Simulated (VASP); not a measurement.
Al3GaN4: single point with PBEsol

The system is Al3GaN4.

```xyz
8
Lattice="4.4014 0.0000 0.0000 0.0000 4.4014 0.0000 0.0000 0.0000 4.4014" Properties=species:S:1:pos:R:3 pbc="T T T"
Al    2.1439    2.1439   -0.0595
Al    2.2007    0.0000    2.2007
Al    0.0000    2.2007    2.2007
Ga    0.0000    0.0000    0.0000
N     3.2754    3.2754    1.1260
N     3.2754    1.1260    3.2754
N     1.1260    3.2754    3.2754
N     1.1260    1.1260    1.1260
```

This cell differs from its parent crystal: atom 1 (Al) moved -0.100 Å towards its neighbour atom 5 (N) at 1.892 Å.

```
Program                : VASP 6.6.1
Task                   : single point
Functional             : PBEsol
Potentials or basis    : VASP PAW PBE potentials, release 64 (Al, Ga_d, N)
Cutoff                 : 520 eV
k mesh                 : 6 × 6 × 6
Occupations            : gaussian, width 0.05 eV
Spin                   : no spin polarisation
Dipole correction      : no
Further INCAR settings : ALGO = Normal; EDIFF = 1e-07; NBANDS = 31
```

| Item | Value |
| --- | --- |
| Pressure | 1.0 GPa |
| Largest force | 1.791 eV/Å |
| Band gap on the k mesh | 2.89 eV |

Forces on the atoms (eV/Å):
```
Al   0.988  0.988  1.121
Al   0.179 -0.264 -0.275
Al  -0.264  0.179 -0.275
Ga  -0.268 -0.268  0.202
N   -0.263 -0.263 -0.428
N    0.154 -0.289 -0.176
N   -0.289  0.154 -0.176
N   -0.237 -0.237  0.008
```

Stress tensor (GPa, compression positive):
```
 1.02 -0.92 -0.69
-0.92  1.02 -0.69
-0.69 -0.69  1.03
```

Levels at points of the mesh, in eV from the valence-band top:
```tsv
k point	band 19	band 20	band 21	band 22	band 23	band 24
(0.00, 0.00, 0.00)	-0.12	-0.10	0.00	2.89	3.37	3.38
(0.50, 0.00, 0.00)	-1.20	-1.05	-0.94	5.27	5.58	5.97
(0.00, 0.00, 0.50)	-1.26	-1.12	-0.86	5.27	5.59	5.97
(0.50, 0.50, 0.00)	-0.75	-0.60	-0.45	7.07	7.28	7.49
(0.00, 0.50, 0.50)	-0.68	-0.55	-0.53	7.04	7.30	7.51
(0.50, 0.50, 0.50)	-0.52	-0.44	-0.30	5.37	6.81	6.84
```

Run time: 3.6 min on 1 thread of AMD EPYC 7R13 Processor (Zen 3), on a shared host, peak memory 0.28 GiB.

Caveat: the cell differs from its parent crystal (atom 1 (Al) moved -0.100 Å towards its neighbour atom 5 (N) at 1.892 Å); the PAW data sets were made with another functional, which shifts forces and pressure a little. A k mesh can miss the band edges.
